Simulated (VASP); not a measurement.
Runs of VASP 6.6.1 on Bi. The structure is that of space group I4/mcm (No. 140), or close to it. The cells are those of the table. 

```tsv
cell	further INCAR settings	gap on the mesh (eV)	pressure (GPa)	largest force (eV/Å)
a = 6.623 Å, angles 95.6, 95.6, 143.7°, 4 atoms	ALGO = Fast; EDIFF = 1e-06; NBANDS = 38	none	(a)	0.03
a = 6.488 Å, angles 95.6, 95.6, 143.7°, 4 atoms	ALGO = Fast; EDIFF = 1e-06; NBANDS = 38	none	2.8	0.19
a = 6.534 Å, angles 95.6, 95.6, 143.7°, 4 atoms	ALGO = Fast; EDIFF = 1e-06; NBANDS = 38	none	1.8	0.11
a = 6.667 Å, angles 95.6, 95.6, 143.7°, 4 atoms	ALGO = Fast; EDIFF = 1e-06; NBANDS = 38	none	-0.6	0.09
a = 6.710 Å, angles 95.6, 95.6, 143.7°, 4 atoms	ALGO = Fast; EDIFF = 1e-06; NBANDS = 38	none	(b)	0.14
a = 6.579 Å, angles 95.6, 95.6, 143.7°, 4 atoms	ALGO = Fast; EDIFF = 1e-07; NBANDS = 38	none	0.9	0.04
```

Alike in all rows: task single point; level PBE; potentials or basis VASP PAW PBE potentials, release 64 (Bi_d); no spin polarisation; k mesh 7 × 7 × 7; cutoff (eV) 520; smearing fermi-dirac 0.05 eV.

**Question.** Fill in the values left out.

**Answer.** (a) 0.1; (b) -1.3.

Caveats: spin-orbit coupling is left out, which moves the levels of the heavy elements.

A k mesh can miss the band edges, and the runs leave out spin-orbit coupling on Bi.

A gap of «none» marks levels without a gap at the run's occupations.
